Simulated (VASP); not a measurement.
Here is a VASP 6.6.1 calculation.

File INCAR:

```
  PREC = Accurate
  ENCUT = 520
  EDIFF = 1E-7
  ISMEAR = 0
  SIGMA = 0.05
  LREAL = F
  LASPH = T
  NELM = 100
  ALGO = Normal
  ISIF = 2
  LWAVE = F
  LCHARG = T
  GGA = PE
  LELF = T
  LVHAR = T
  NBANDS = 46
```

KPOINTS

```
regular mesh
0
Gamma
  9 9 4
```

POSCAR

```
ZnS
1.0
    3.9137457800      0.0000000000      0.0000000000
   -1.9568728900      3.3894032694      0.0000000000
    0.0000000000      0.0000000000     12.8093957352
Zn S
4 4
Direct
    0.0000000000      0.0000000000      0.0000492057
    0.0000000000      0.0000000000      0.5000492057
    0.3333333333      0.6666666667      0.2500242903
    0.6666666667      0.3333333333      0.7500242903
    0.0000000000      0.0000000000      0.1872905901
    0.0000000000      0.0000000000      0.6872905901
    0.3333333333      0.6666666667      0.4376359138
    0.6666666667      0.3333333333      0.9376359138
```

Potentials or basis: VASP PAW PBE potentials, release 64 (Zn, S).

Run with:

```console
$ cat potpaw_PBE.64/Zn/POTCAR potpaw_PBE.64/S/POTCAR > POTCAR
$ mpirun -np 1 vasp_std > vasp.out
```

(1) Estimate the pressure.

(2) Predict the band gap on the k mesh.

## Answers

(1) -3.1 GPa.

(2) 1.83 eV.

Caveat: the cell stands under tension; an odd mesh through Γ misses points on the zone boundary, where band edges can lie.
